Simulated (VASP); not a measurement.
Input of a VASP 6.6.1 run:

File INCAR:

```
PREC     = Accurate       # precision mode
ENCUT    = 520            # plane-wave cutoff, eV
EDIFF    = 1E-6           # SCF threshold, eV
ISMEAR   = 0              # smearing method
SIGMA    = 0.05           # smearing width, eV
LREAL    = F              # projectors in reciprocal space
LASPH    = T              # aspherical terms in the spheres
NELM     = 150            # most SCF steps
ALGO     = Normal         # electronic algorithm
ISIF     = 2              # what is computed and relaxed
LWAVE    = F              # write WAVECAR
LCHARG   = F              # write CHGCAR
ISPIN    = 2              # spin polarisation
MAGMOM   = 0 0 0 0        # initial moments
LORBIT   = 11             # projections on sites
LMAXMIX  = 4              # l up to which the mixer works
LDAU     = T              # DFT+U
LDAUTYPE = 1            
LDAUL    = 2 -1           # shell
LDAUU    = 8 0            # U, eV
LDAUJ    = 0.5 0        
LDAUPRINT= 1            
GGA      = PS             # functional
NBANDS   = 28             # bands
```

Contents of KPOINTS:

```
regular mesh
0
Gamma
  7 7 7
```

File POSCAR:

```
TaN
1.0
    2.9380011100      0.0000000000      0.0000000000
   -2.9380011000      5.0887672000      0.0000000000
    0.0000000000      0.0000000000      2.8830022100
Ta N
2 2
Direct
    0.3333333333      0.3333333334      0.5000000000
    0.3333333333      0.8333333333      0.5000000000
    0.0000000000      0.0000000000      0.0000000000
    0.0000000000      0.5000000000      0.0000000000
```

Potentials or basis: VASP PAW PBE potentials, release 64 (Ta_pv, N).

Launch:

```bash
$ cat potpaw_PBE.64/Ta_pv/POTCAR potpaw_PBE.64/N/POTCAR > POTCAR
$ mpirun -np 1 vasp_std > vasp.out
```

Predict the largest force.

0.007 eV/Å.

Predict the net moment.

0.00 μB per cell.

Estimate the band gap on the k mesh.

0.02 eV.

Stress tensor (GPa, compression positive):
```
20.14  0.00  0.00
 0.00 20.98  0.00
 0.00  0.00 23.21
```

Caveat: the PAW data sets were made with another functional, which shifts forces and pressure a little; spin-orbit coupling is left out, which moves the levels of the heavy elements. A k mesh can miss the band edges.
